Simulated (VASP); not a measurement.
# InPd (Fm-3m) in VASP: notebook

Runs on InPd. Level: PBE. Tasks: single point, relaxation of cell and atoms.

Program: VASP 6.6.1. These are calculated values, not measurements. Logs are shortened: lines on timing, memory, paths and dates and some standing lists are left out, and cuts for length are marked.

## 1. The cell of the first run

The structure is cubic, space group Fm-3m (No. 225). The conventional cell has a = 5.492 Å, b = 5.492 Å, c = 5.492 Å, α = 90.00°, β = 90.00°, γ = 90.00°. Within 3.6 Å of In (site symmetry m-3m) lie 6 Pd at 2.75 Å. Within 3.6 Å of Pd (site symmetry m-3m) lie 6 In at 2.75 Å.

The cell was built from a structure type or drawn by symmetry, and may not be a known phase.

## 2. Single point, PBE

INCAR

```
SYSTEM = InPd
PREC = Accurate ; ENCUT = 520
EDIFF = 1E-6 ; ISMEAR = 0
SIGMA = 0.1 ; LREAL = .False.
LASPH = .True. ; NELM = 80
ALGO = Fast ; ISIF = 2
LWAVE = .False. ; LCHARG = .False.
GGA = PE ; NBANDS = 18
```

KPOINTS

```
regular mesh
0
Gamma
  18 18 18
  0 0 0
```

POSCAR

```
InPd
1.0
    0.0000000000      2.7460739540      2.7460739540
    2.7460739540      0.0000000000      2.7460739540
    2.7460739540      2.7460739540      0.0000000000
In Pd
1 1
Direct
    0.0000000000      0.0000000000      0.0000000000
    0.5000000000      0.5000000000      0.5000000000
```

Potentials or basis: VASP PAW PBE potentials, release 64 (In_d, Pd).

Started as:

```sh
> cat potpaw_PBE.64/In_d/POTCAR potpaw_PBE.64/Pd/POTCAR > POTCAR
> mpirun -np 1 vasp_std > vasp.out
```

OUTCAR:

```text
SYSTEM = InPd
   PREC = Accurate
   ENCUT = 520
   EDIFF = 1E-6
   ISMEAR = 0
   LREAL = .False.
   LASPH = .True.
   NELM = 80
   ISIF = 2
   GGA = PE

 ion  position               nearest neighbor table
   1  0.000  0.000  0.000-   2 2.75   2 2.75   2 2.75   2 2.75   2 2.75   2 2.75
   2  0.500  0.500  0.500-   1 2.75   1 2.75   1 2.75   1 2.75   1 2.75   1 2.75

  LATTYP: Found a face centered cubic cell.
 ALAT       =     5.4921479080

  Lattice vectors:

 A1 = (   0.0000000000,   2.7460739540,   2.7460739540)
 A2 = (   2.7460739540,   0.0000000000,   2.7460739540)
 A3 = (   2.7460739540,   2.7460739540,   0.0000000000)

Analysis of symmetry for initial positions (statically):
=====================================================================
 Subroutine PRICEL returns:
 Original cell was already a primitive cell.

 Routine SETGRP: Setting up the symmetry group for a
 face centered cubic supercell.

 Subroutine GETGRP returns: Found 48 space group operations
 (whereof 48 operations were pure point group operations)
 out of a pool of 48 trial point group operations.

The static configuration has the point symmetry O_h .

Analysis of symmetry for dynamics (positions and initial velocities):
=====================================================================
 Subroutine PRICEL returns:
 Original cell was already a primitive cell.

 Routine SETGRP: Setting up the symmetry group for a
 face centered cubic supercell.

 Subroutine GETGRP returns: Found 48 space group operations
 (whereof 48 operations were pure point group operations)
 out of a pool of 48 trial point group operations.

The dynamic configuration has the point symmetry O_h .

 Subroutine INISYM returns: Found 48 space group operations
 (whereof 48 operations are pure point group operations),
 and found     1 'primitive' translations

----------------------------------------------------------------------------------------

                                     Primitive cell

  volume of cell :      41.4159

  direct lattice vectors                    reciprocal lattice vectors
     0.000000000  2.746073954  2.746073954    -0.182078126  0.182078126  0.182078126
     2.746073954  0.000000000  2.746073954     0.182078126 -0.182078126  0.182078126
     2.746073954  2.746073954  0.000000000     0.182078126  0.182078126 -0.182078126

[... 75 lines left out ...]
   ISTART =      0    job   : 0-new  1-cont  2-samecut
   ICHARG =      2    charge: 1-file 2-atom 10-const
   ISPIN  =      1    spin polarized calculation?
   LNONCOLLINEAR =      F non collinear calculations
   LSORBIT =      F    spin-orbit coupling
   LASPH  =      T    aspherical Exc in radial PAW
   ENCUT  =  520.0 eV  38.22 Ry    6.18 a.u.   7.22  7.22  7.22*2*pi/ulx,y,z
   NELM   =     80;   NELMIN=  2; NELMDL= -5     # of ELM steps
   EDIFF  = 0.1E-05   stopping-criterion for ELM
   LREAL  =      F    real-space projection
   EDIFFG = 0.1E-04   stopping-criterion for IOM
   NSW    =      0    number of steps for IOM
   IBRION =     -1    ionic relax: 0-MD 1-quasi-New 2-CG
   NFREE  =      0    steps in history (QN), initial steepest desc. (CG)
   ISIF   =      2    stress and relaxation
   ISYM   =      2    0-nonsym 1-usesym 2-fastsym
   POTIM  = 0.5000    time-step for ionic-motion
   TEBEG  =    0.0;   TEEND  =   0.0 temperature during run
   PSTRESS=    0.0 pullay stress
   NELECT =      23.0000    total number of electrons
   NUPDOWN=      -1.0000    fix difference up-down
   EMIN   =  10.00;   EMAX   =-10.00  energy-range for DOS
   EFERMI =   0.00;   METHOD = LEGACY
   ISMEAR =     0;   SIGMA  =   0.10  broadening in eV -4-tet -1-fermi 0-gaus
   EFERMI_NEDOS =   21; number of points for ismear=-14 and -15
   IALGO  =     68    algorithm
   IMIX   =      4    mixing-type and parameters
     AMIX     =   0.40;   BMIX     =  1.00
     AMIX_MAG =   1.60;   BMIX_MAG =  1.00
  volume/ion in A,a.u.               =      20.71       139.74
  Fermi-wavevector in a.u.,A,eV,Ry     =   1.345639  2.542889 24.636670  1.810744
  Thomas-Fermi vector in A             =   2.473536
   LORBIT       =      0    0 simple, 1 ext, 2 COOP (PROOUT), +10 PAW based schemes
   GGA     = PE    functional components
   LHFCALC =     F    Hartree Fock is set to
   AEXX    =    0.0000 exact exchange contribution
   IVDW    =     0    specifies the selected vdW correction
   LEPSILON=     F    determine dielectric tensor
   LRPA    =     F    only Hartree local field effects (RPA)
 non-spin polarized calculation
 RMM-DIIS sequential band-by-band and
 Gauss-broadening in eV      SIGMA  =   0.10
  energy-cutoff  :      520.00
  volume of cell :       41.42
 maximum number of plane-waves:      1139
 NGX is ok and might be reduce to    30
   NGX = 15   NGY = 15   NGZ = 15

 number of electron      23.0000008 magnetization

 Free energy of the ion-electron system (eV)
  ---------------------------------------------------
  ext. energy  EPLUGINS =         0.00000000
  ---------------------------------------------------
  free energy    TOTEN  =        -8.29649736 eV

  energy without entropy =       -8.29151371  energy(sigma->0) =       -8.29400554

 E-fermi :   8.1725     XC(G=0): -11.2041

 val. band max:        8.1684161911   @ k =  -0.3889   0.3889   0.0000
 cond. band min:       8.1729823872   @ k =  -0.2778   0.5000   0.2222
 fundamental gap:      0.0045661962
 Fermi energy:         8.1725067533

 k-point     1 :       0.0000    0.0000    0.0000
  band No.  band energies     occupation
      1      -6.4345      2.00000
      2      -6.4345      2.00000
      3      -6.3391      2.00000
      4      -6.3391      2.00000
      5      -6.3391      2.00000
      6      -0.6224      2.00000
[... 481 lines left out ...]
      5      -6.2885      2.00000
      6       0.3642      2.00000
[... 10 lines left out ...]
     17      17.8774      0.00000
     18      19.6705      0.00000

 [... further k-points ...]
[... 5 lines left out ...]
  --------------------------------------------------------------------------------------
  -------------------------------------------------------------------------------------
  Total        0.0415132      0.0415132      0.0415132     -0.0000000      0.0000000      0.0000000
  in kB        1.6059432      1.6059432      1.6059432     -0.0000000      0.0000000      0.0000000
  external PRESSURE =       1.6059432 kB  Pullay stress =       0.0000000 kB

 VOLUME and BASIS-vectors are now :
 -----------------------------------------------------------------------------
  energy-cutoff  :      520.00
  volume of cell :       41.42
      direct lattice vectors                 reciprocal lattice vectors
     0.000000000  2.746073954  2.746073954    -0.182078126  0.182078126  0.182078126
     2.746073954  0.000000000  2.746073954     0.182078126 -0.182078126  0.182078126
     2.746073954  2.746073954  0.000000000     0.182078126  0.182078126 -0.182078126

 POSITION                                       TOTAL-FORCE (eV/Angst)
 -----------------------------------------------------------------------------------
      0.00000      0.00000      0.00000        -0.000000     -0.000000      0.000000
      2.74607      2.74607      2.74607         0.000000      0.000000     -0.000000
 -----------------------------------------------------------------------------------
    total drift:                                0.000000      0.000000      0.000000

  FREE ENERGIE OF THE ION-ELECTRON SYSTEM (eV)
  ---------------------------------------------------
  free  energy   TOTEN  =        -8.2964973621 eV

  energy  without entropy=       -8.2915137127  energy(sigma->0) =       -8.29400554
```

Run time: 3.9 min. Hardware: 1 thread of Intel Xeon 8259CL, shared host; peak memory 0.29 GiB.

Results:

```yaml
Free_energy: -8.2965 eV
Pressure: 0.2 GPa
Band_gap_on_the_k_mesh: zero (an odd number of electrons rules out a gap without spin polarisation)
```

Caveat: spin-orbit coupling is left out, which moves the levels of the heavy elements.

## 3. Relaxation of cell and atoms, PBE

INCAR

```
  PREC = Accurate
  ENCUT = 600
  EDIFF = 1E-6
  ISMEAR = 0
  SIGMA = 0.1
  LREAL = F
  LASPH = T
  NELM = 100
  ALGO = Fast
  ISIF = 3
  LWAVE = F
  LCHARG = F
  GGA = PE
  IBRION = 2
  NSW = 100
  EDIFFG = -0.01
```

KPOINTS

```
Automatic mesh
0
Gamma
  18 18 18
```

POSCAR

```
InPd
1.0
    0.0000000000      2.7449881444      2.7449881444
    2.7449881444      0.0000000000      2.7449881444
    2.7449881444      2.7449881444      0.0000000000
In Pd
1 1
Direct
    0.0000000000      0.0000000000      0.0000000000
    0.5000000000      0.5000000000      0.5000000000
```

Potentials or basis: VASP PAW PBE potentials, release 64 (In_d, Pd).

Started as:

```sh
> cat potpaw_PBE.64/In_d/POTCAR potpaw_PBE.64/Pd/POTCAR > POTCAR
> mpirun -np 1 vasp_std > vasp.out
```

OUTCAR:

```text
PREC = Accurate
   ENCUT = 600
   EDIFF = 1E-6
   ISMEAR = 0
   LREAL = F
   LASPH = T
   NELM = 100
   ISIF = 3
   GGA = PE
   IBRION = 2
   NSW = 100
   EDIFFG = -0.01

 ion  position               nearest neighbor table
   1  0.000  0.000  0.000-   2 2.74   2 2.74   2 2.74   2 2.74   2 2.74   2 2.74
   2  0.500  0.500  0.500-   1 2.74   1 2.74   1 2.74   1 2.74   1 2.74   1 2.74

  LATTYP: Found a face centered cubic cell.
 ALAT       =     5.4899762888

  Lattice vectors:

 A1 = (   0.0000000000,   2.7449881444,   2.7449881444)
 A2 = (   2.7449881444,   0.0000000000,   2.7449881444)
 A3 = (   2.7449881444,   2.7449881444,   0.0000000000)

Analysis of symmetry for initial positions (statically):
=====================================================================
 Subroutine PRICEL returns:
 Original cell was already a primitive cell.

 Routine SETGRP: Setting up the symmetry group for a
 face centered cubic supercell.

 Subroutine GETGRP returns: Found 48 space group operations
 (whereof 48 operations were pure point group operations)
 out of a pool of 48 trial point group operations.

The static configuration has the point symmetry O_h .

[... 171 lines left out ...]
  in kB        1.4873240      1.4873240      1.4873240     -0.0000000     -0.0000000     -0.0000000
  external PRESSURE =       1.4873240 kB  Pullay stress =       0.0000000 kB
[... 59 lines left out ...]
--------------------------------------- Ionic step        3  -------------------------------------------

 number of electron      22.9999996 magnetization

 Free energy of the ion-electron system (eV)
  ---------------------------------------------------
  ext. energy  EPLUGINS =         0.00000000
  ---------------------------------------------------
  free energy    TOTEN  =        -8.29655029 eV

  energy without entropy =       -8.29156057  energy(sigma->0) =       -8.29405543

 E-fermi :   8.1623     XC(G=0): -11.2003

 val. band max:        8.1575552600   @ k =  -0.3889   0.3889   0.0000
 cond. band min:       8.1641080353   @ k =  -0.2778   0.5000   0.2222
 fundamental gap:      0.0065527753
 Fermi energy:         8.1623027537

 k-point     1 :       0.0000    0.0000    0.0000
  band No.  band energies     occupation
      1      -6.4396      2.00000
      2      -6.4396      2.00000
      3      -6.3443      2.00000
      4      -6.3443      2.00000
      5      -6.3443      2.00000
      6      -0.6272      2.00000
      7       5.3142      2.00000
      8       5.3142      2.00000
      9       5.3142      2.00000
     10       5.5538      2.00000
     11       5.5538      2.00000
     12      13.5351      0.00000
     13      13.5351      0.00000
     14      13.5351      0.00000
[... 401 lines left out ...]
      2      -6.3999      2.00000
      3      -6.3345      2.00000
      4      -6.3043      2.00000
      5      -6.2938      2.00000
      6       0.3588      2.00000
      7       4.9536      2.00000
      8       4.9859      2.00000
      9       5.0638      2.00000
     10       5.4710      2.00000
     11       5.5717      2.00000
     12       9.7749      0.00000
     13      13.2522      0.00000
     14      14.8443      0.00000
     15      16.5026      0.00000

 [... further k-points ...]
[... 5 lines left out ...]
  --------------------------------------------------------------------------------------
  -------------------------------------------------------------------------------------
  Total       -0.0038934     -0.0038934     -0.0038934     -0.0000000     -0.0000000      0.0000000
  in kB       -0.1505090     -0.1505090     -0.1505090     -0.0000000     -0.0000000      0.0000000
  external PRESSURE =      -0.1505090 kB  Pullay stress =       0.0000000 kB
[... 17 lines left out ...]
  FREE ENERGIE OF THE ION-ELECTRON SYSTEM (eV)
  ---------------------------------------------------
  free  energy   TOTEN  =        -8.2965502885 eV

  energy  without entropy=       -8.2915605688  energy(sigma->0) =       -8.29405543

 reached required accuracy - stopping structural energy minimisation
```

OSZICAR:

```text
N       E                     dE             d eps       ncg     rms          rms(c)
DAV:   1     0.172844365783E+03    0.17284E+03   -0.12352E+04  5872   0.209E+03
DAV:   2     0.409900353702E+00   -0.17243E+03   -0.16808E+03  6179   0.426E+02
[... 21 lines left out ...]
   2 F= -.82965451E+01 E0= -.82940467E+01  d E =-.295649E-04
       N       E                     dE             d eps       ncg     rms          rms(c)
DAV:   1    -0.829682269866E+01   -0.27814E-03   -0.51846E-03  6669   0.121E+00    0.115E-01
RMM:   2    -0.829658286249E+01    0.23984E-03   -0.95159E-04  5850   0.371E-01    0.422E-02
RMM:   3    -0.829655167527E+01    0.31187E-04   -0.10700E-04  6414   0.155E-01    0.150E-02
RMM:   4    -0.829654984119E+01    0.18341E-05   -0.25917E-05  6394   0.667E-02    0.899E-03
RMM:   5    -0.829655028848E+01   -0.44729E-06   -0.48758E-06  5344   0.260E-02
   3 F= -.82965503E+01 E0= -.82940554E+01  d E =-.347659E-04
```

CONTCAR:

```text
InPd
   1.00000000000000
    -0.0000000000000000    2.7467250657112454    2.7467250657112454
     2.7467250657112454   -0.0000000000000000    2.7467250657112454
     2.7467250657112454    2.7467250657112454   -0.0000000000000000
  In              Pd
     1     1
Direct
     0.0000000000000000    0.0000000000000000    0.0000000000000000
     0.5000000000000000    0.5000000000000000    0.5000000000000000

  0.00000000E+00  0.00000000E+00  0.00000000E+00
  0.00000000E+00  0.00000000E+00  0.00000000E+00
```

Run time: 5.2 min. Hardware: 1 thread of Intel Xeon 8259CL, shared host; peak memory 0.33 GiB.

Results:

```
Free energy                           : -8.2966 eV
Relaxed volume                        : 20.72 Å³/atom
Relaxed cell                          : a = 3.884 Å, b = 3.884 Å, c = 3.884 Å, α = 60.00°, β = 60.00°, γ = 60.00°
Space group after relaxing (to 0.1 Å) : Fm-3m (No. 225)
Energy gained by relaxing             : 0.0 meV/atom
Ionic steps                           : 3
Pressure after relaxing               : 0.0 GPa
Band gap on the k mesh                : zero (an odd number of electrons rules out a gap without spin polarisation)
```

Final structure:
```xyz
2
Lattice="0.0000 2.7467 2.7467 2.7467 0.0000 2.7467 2.7467 2.7467 0.0000" Properties=species:S:1:pos:R:3 pbc="T T T"
In    0.0000    0.0000    0.0000
Pd    2.7467    2.7467    2.7467
```

Caveat: spin-orbit coupling is left out, which moves the levels of the heavy elements.
